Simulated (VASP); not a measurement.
# MgAl15HN16 (a cell with a defect) (Mg_Al-H) in VASP: further runs, part 2 of 2

VASP 6.6.1. The steps go on from the part before.

## 3. Single point, PBE

File INCAR:

```
SYSTEM = MgAl15HN16
PREC = Accurate ; ENCUT = 520
EDIFF = 1E-6 ; ISMEAR = 0
SIGMA = 0.01 ; LREAL = Auto
LASPH = .TRUE. ; NELM = 60
ALGO = Normal ; ISIF = 2
LWAVE = .FALSE. ; LCHARG = .FALSE.
GGA = PE ; NBANDS = 86
```

File KPOINTS:

```
Automatic mesh
0
Gamma
  1 1 1
  0.25 0.25 0.25
```

File POSCAR:

```
MgAl15HN16
1.0
    6.2595139128      0.0000000578      0.0000000000
   -3.1297570064      5.4208980350      0.0000000000
    0.0000000000      0.0000000000     10.0348065929
Al Mg N H
15 1 16 1
Direct
    0.3298626142      0.1701843695      0.2369666096
    0.3329185744      0.1670712661      0.7535165953
    0.1644137597      0.3356419183      0.9976328415
    0.3323663586      0.6700915162      0.2497140854
    0.1533312472      0.8150029067      0.5057446209
    0.3325873501      0.6637219223      0.7516794206
    0.1642019569      0.8329431990      0.9995675418
    0.8299838604      0.1677082590      0.2496906969
    0.6850935365      0.3466955775      0.5057190026
    0.8361317738      0.1673145106      0.7516799607
    0.6670962042      0.3358726340      0.9995722725
    0.8314314480      0.6685503857      0.2493504386
    0.6628124605      0.8371846878      0.5006245237
    0.8313400879      0.6687229502      0.7524062444
    0.6649001094      0.8351515634      1.0006772518
    0.1707417653      0.3292326087      0.4980255304
    0.3502468664      0.1498238383      0.4309249095
    0.1644663309      0.3356767249      0.1891550285
    0.3317902969      0.1682308908      0.9432243675
    0.1692518290      0.3304850800      0.7000616595
    0.3382762414      0.6843104351      0.4363813213
    0.1640635833      0.8327013001      0.1882270162
    0.3316699254      0.6708189426      0.9413081602
    0.1662274613      0.8314021822      0.6924868536
    0.8156615318      0.1616565747      0.4363487769
    0.6672145682      0.3358345695      0.1882189538
    0.8291943199      0.1683717397      0.9413230370
    0.6686631839      0.3338356759      0.6924729787
    0.8296172685      0.6704142331      0.4401131674
    0.6665979348      0.8334529894      0.1892598368
    0.8302885555      0.6697183649      0.9405242430
    0.6668961913      0.8328918643      0.6910874614
    0.4442628044      0.0556823191      0.4045605921
```

Potentials or basis: VASP PAW PBE potentials, release 64 (Al, Mg, N, H).

Launch:

```
$ cat potpaw_PBE.64/Al/POTCAR potpaw_PBE.64/Mg/POTCAR potpaw_PBE.64/N/POTCAR potpaw_PBE.64/H/POTCAR > POTCAR
$ mpirun -np 1 vasp_std > vasp.out
```

OUTCAR:

```text
SYSTEM = MgAl15HN16
   PREC = Accurate
   ENCUT = 520
   EDIFF = 1E-6
   ISMEAR = 0
   LREAL = Auto
   LASPH = .TRUE.
   NELM = 60
   ISIF = 2
   GGA = PE

 ion  position               nearest neighbor table
   1  0.330  0.170  0.237-  18 1.86  26 1.89  22 1.89  17 1.96  33 2.09   3 3.00  11 3.00   7 3.00
                             8 3.12   4 3.12  12 3.13  12 3.13  16 3.14   4 3.14   8 3.14   9 3.31
   2  0.333  0.167  0.754-  20 1.85  19 1.90  24 1.92  28 1.92   3 3.06   7 3.06  11 3.06  16 3.11
                             6 3.11  10 3.11  14 3.13  14 3.13   5 3.13   9 3.14  10 3.15   6 3.15
   3  0.164  0.336  0.998-  19 1.90  23 1.90  27 1.90  18 1.92   1 3.00   6 3.04  10 3.04   2 3.06
                             8 3.11   4 3.11   7 3.11  11 3.11  15 3.13  15 3.13  11 3.15   7 3.15
   4  0.332  0.670  0.250-  21 1.87  22 1.90  30 1.91  18 1.91  15 3.08   7 3.09  13 3.09  16 3.10
                             3 3.11   5 3.11   8 3.11   1 3.12  12 3.13  12 3.13   1 3.14   8 3.14
   5  0.153  0.815  0.506-  21 1.85  24 1.88  29 1.88  33 1.97  17 1.97   9 2.93  14 3.03   6 3.05
                            16 3.10  12 3.11   4 3.11  13 3.12   2 3.13  13 3.14  16 3.17   1 3.31
   6  0.333  0.664  0.752-  20 1.88  23 1.90  24 1.91  32 1.91   3 3.04   5 3.05  15 3.08   7 3.09
                            13 3.09  14 3.11  10 3.11   2 3.11  16 3.13   2 3.15  10 3.15  14 3.15
   7  0.164  0.833  1.000-  23 1.88  22 1.89  19 1.90  31 1.90   1 3.00   2 3.06  14 3.07   4 3.09
[... 748 lines left out ...]

  FORCE on cell =-STRESS in cart. coord.  units (eV):
  Direction    XX          YY          ZZ          XY          YZ          ZX
  --------------------------------------------------------------------------------------
  -------------------------------------------------------------------------------------
  Total        3.1657731      3.1294509     13.4388156     -0.0169027     -0.5341752      0.9022389
  in kB       14.8959945     14.7250872     63.2340098     -0.0795327     -2.5134683      4.2453282
  external PRESSURE =      30.9516972 kB  Pullay stress =       0.0000000 kB

 VOLUME and BASIS-vectors are now :
 -----------------------------------------------------------------------------
  energy-cutoff  :      520.00
  volume of cell :      340.50
      direct lattice vectors                 reciprocal lattice vectors
     6.259513913  0.000000058  0.000000000     0.159756813  0.092235641  0.000000000
    -3.129757006  5.420898035  0.000000000    -0.000000002  0.184471279  0.000000000
     0.000000000  0.000000000 10.034806593     0.000000000  0.000000000  0.099653141

 POSITION                                       TOTAL-FORCE (eV/Angst)
 -----------------------------------------------------------------------------------
      1.53214      0.92255      2.37791         0.122792     -0.077438      0.002350
      1.56102      0.90568      7.56139         0.127650     -0.070822      0.020490
     -0.02133      1.81948     10.01105        -0.122727      0.069091      0.011068
     -0.01677      3.63250      2.50583         0.123494     -0.066700     -0.003298
     -1.59098      4.41805      5.07505        -0.082891      0.142509      0.004605
      0.00455      3.59797      7.54296         0.111468     -0.072581     -0.000042
[... 25 lines left out ...]
      1.56770      4.51502      6.93493        -0.183716      0.114334     -0.058685
      2.60660      0.30185      4.05969         0.123517     -0.070359     -0.036440
 -----------------------------------------------------------------------------------
    total drift:                                0.008892     -0.005834      0.019146

  FREE ENERGIE OF THE ION-ELECTRON SYSTEM (eV)
  ---------------------------------------------------
  free  energy   TOTEN  =      -240.0854502160 eV

  energy  without entropy=     -240.0854502160  energy(sigma->0) =     -240.08545022
```

It took 12 min on 1 thread of Intel Xeon Platinum 8259CL at 2.50GHz (Skylake/Cascade Lake), shared host; peak memory 0.49 GiB.

What came out:

* Free energy: -240.0855 eV
* Pressure: 3.1 GPa
* Largest force: 0.241 eV/Å
* Band gap on the k mesh: 5.39 eV

Forces on the atoms (eV/Å):
```
Al   0.123 -0.077  0.002
Al   0.128 -0.071  0.020
Al  -0.123  0.069  0.011
Al   0.123 -0.067 -0.003
Al  -0.083  0.143  0.005
Al   0.111 -0.073  0.000
Al  -0.116  0.075  0.000
Al   0.122 -0.077 -0.003
Al  -0.169  0.000  0.008
Al   0.118 -0.065  0.002
Al  -0.123  0.058 -0.002
Al   0.097 -0.057  0.005
Al  -0.066  0.035  0.028
Al   0.124 -0.074  0.017
Al  -0.120  0.068  0.012
Mg  -0.088  0.051  0.012
N    0.075 -0.045  0.056
N   -0.211  0.117 -0.009
N    0.192 -0.110  0.013
N   -0.193  0.121 -0.023
N    0.145 -0.107 -0.027
N   -0.162  0.111  0.008
N    0.189 -0.109 -0.007
N   -0.161  0.102  0.015
N    0.167 -0.067 -0.025
N   -0.171  0.097  0.010
N    0.190 -0.110 -0.008
N   -0.174  0.083  0.015
N    0.102 -0.059 -0.004
N   -0.162  0.093 -0.019
N    0.177 -0.099 -0.011
N   -0.184  0.114 -0.059
H    0.124 -0.070 -0.036
```

Levels at points of the mesh, in eV from the valence-band top:
```csv
k point,band 60,band 61,band 62,band 63,band 64,band 65,band 66,band 67,band 68,band 69
"(0.25, 0.25, 0.25)",-0.68,-0.62,-0.57,-0.34,-0.04,5.40,5.94,6.08,6.19,6.31
```

Caveat: the k points lie up to 1.16 Å⁻¹ apart.

## 4. Single point, PBE, collinear spin

File INCAR:

```
SYSTEM = MgAl15HN16
PREC = Accurate
ENCUT = 520
EDIFF = 1E-7
ISMEAR = 0
SIGMA = 0.01
LREAL = Auto
LASPH = .True.
NELM = 150
ALGO = Normal
ISIF = 2
LWAVE = .False.
LCHARG = .True.
ISPIN = 2
MAGMOM = 0 0 0 0 0 0 0 0 0 0 0 0 0 0 0 0.01 0.01 0.01 0.08 0.3 0.13 0.05 0.05 0.01 0.05 0.02 0.05 0.01 0.01 0.01 0.01 0 0
LORBIT = 11
NUPDOWN = 1.0
GGA = PE
LELF = .True.
LVHAR = .True.
NELECT = 127.0
NBANDS = 90
```

KPOINTS is that of step 3.

File POSCAR:

```
MgAl15HN16
1.0
    6.2595139102      0.0000000601      0.0000000000
   -3.1297570100      5.4208980298      0.0000000000
    0.0000000000      0.0000000000     10.0348065900
Al Mg N H
15 1 16 1
Direct
    0.3310861934      0.1695657116      0.2364193021
    0.3358712867      0.1647390715      0.7524376464
    0.1629274789      0.3363899012      0.9992215693
    0.3333672086      0.6683346848      0.2481819449
    0.1526822128      0.8156934660      0.5060201748
    0.3362346421      0.6721055635      0.7519704885
    0.1615576866      0.8315849160      0.9986341934
    0.8291347912      0.1660175512      0.2493634907
    0.6853864829      0.3471297291      0.5057435909
    0.8288871523      0.1648207724      0.7517506918
    0.6670054462      0.3378866322      0.9993300246
    0.8315679250      0.6676242968      0.2489172526
    0.6659678609      0.8361658372      0.5015247449
    0.8310298287      0.6693091658      0.7530788794
    0.6649847992      0.8346740640      1.0009040941
    0.1705204094      0.3257417605      0.4931213122
    0.3511456852      0.1494415113      0.4312066169
    0.1641823875      0.3341445956      0.1902974649
    0.3290618844      0.1694666349      0.9424337981
    0.1687849216      0.3335605934      0.7035105005
    0.3404907300      0.6855571228      0.4378149476
    0.1658584524      0.8324938811      0.1880871893
    0.3307505180      0.6702722416      0.9411491998
    0.1655691927      0.8324053637      0.6924472945
    0.8137536730      0.1589086524      0.4374648386
    0.6675108134      0.3347912514      0.1879751629
    0.8292756345      0.1694141385      0.9412229015
    0.6684581545      0.3352729608      0.6923750316
    0.8306950833      0.6697338941      0.4400832923
    0.6669518766      0.8324339430      0.1893296208
    0.8294734725      0.6699366849      0.9405715735
    0.6672691702      0.8336696086      0.6913122855
    0.4461589455      0.0571117982      0.4043448813
```

Launch:

```
$ cat potpaw_PBE.64/Al/POTCAR potpaw_PBE.64/Mg/POTCAR potpaw_PBE.64/N/POTCAR potpaw_PBE.64/H/POTCAR > POTCAR
$ mpirun -np 1 vasp_std > vasp.out
```

Wall time 27 min (1 thread of Intel Xeon Platinum 8259CL at 2.50GHz (Skylake/Cascade Lake), shared host); peak memory 0.71 GiB.

Results (log left out):

| Property | Result |
| --- | --- |
| Free energy | -245.7784 eV |
| Largest force | 0.318 eV/Å |
| Net moment | 1.00 μB per cell |
| Site moments | Al +0.00, -0.00; Mg +0.01; N +0.01, +0.06, +0.25, +0.10, +0.03, +0.04, +0.08, +0.02; H -0.00 μB |
| Valence electrons inside the program's atomic spheres | Al 0.81, 0.80, 0.79; Mg 0.44; N 3.90, 3.84, 3.82, 3.77, 3.81, 3.83, 3.85; H 0.70 |

Forces on the atoms (eV/Å):
```
Al   0.102 -0.157 -0.016
Al   0.100 -0.035  0.052
Al  -0.106  0.041 -0.029
Al  -0.003  0.000  0.030
Al  -0.043  0.152  0.000
Al   0.089 -0.098 -0.016
Al  -0.127  0.133  0.111
Al   0.163 -0.037 -0.194
Al  -0.286  0.089  0.107
Al   0.143 -0.014  0.052
Al  -0.120  0.039 -0.039
Al   0.228 -0.021 -0.019
Al  -0.076 -0.173  0.117
Al   0.137 -0.073  0.045
Al  -0.088  0.089 -0.064
Mg   0.033  0.139  0.069
N    0.110 -0.065  0.076
N   -0.234  0.121  0.036
N    0.225 -0.080 -0.014
N   -0.209  0.049 -0.060
N    0.161 -0.124 -0.079
N   -0.205  0.055  0.002
N    0.198 -0.123  0.013
N   -0.164  0.103 -0.008
N    0.159 -0.017 -0.046
N   -0.164  0.088  0.059
N    0.192 -0.129 -0.010
N   -0.159  0.059 -0.044
N    0.073 -0.058 -0.032
N   -0.199  0.129  0.037
N    0.154 -0.105 -0.023
N   -0.169  0.128 -0.087
H    0.086 -0.106 -0.029
```

Caveat: the k points lie up to 1.16 Å⁻¹ apart; the cell carries a net charge on a neutralising background, which shifts energy and pressure; the cell is charged against a uniform background, so pressure and absolute levels hang on convention; the total moment is fixed, so each spin has its own Fermi level.
